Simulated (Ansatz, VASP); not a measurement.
## Two plane-wave programs on P

```
P
1.0
     2.38549    0.00000    0.00000
     0.00000    2.38549    0.00000
     0.00000    0.00000    2.57917
P
1
Cartesian
  0.0000 0.0000 0.0000
```

Alike in both runs: functional PBE; k mesh 8 × 8 × 4; occupations gaussian, width 0.1 eV; no spin polarisation.

Ansatz relaxed the structure, and its values are those at the end. VASP's run is a single point on that final structure, the one shown.

|  | VASP | Ansatz |
| --- | --- | --- |
| version | VASP 6.6.1 | Ansatz 0.2.0 |
| potentials or method | VASP PAW PBE potentials, release 64 (P), cutoff 520 eV | scalar-relativistic, plane waves, PAW |
| valence electrons in the cell | 5 | 5 |

|  | VASP | Ansatz | Ansatz less VASP |
| --- | --- | --- | --- |
| gap on the k mesh at the Fermi level (eV) | none | none | - |
| pressure (GPa) | -0.3 | 0.0 | +0.28 |

A gap of «none» marks a metal or a gap that the smearing closes. With one functional, cell and mesh, what is left measures potentials, basis and numerics.

The k mesh is coarse, so the values compare programs but aren't converged.
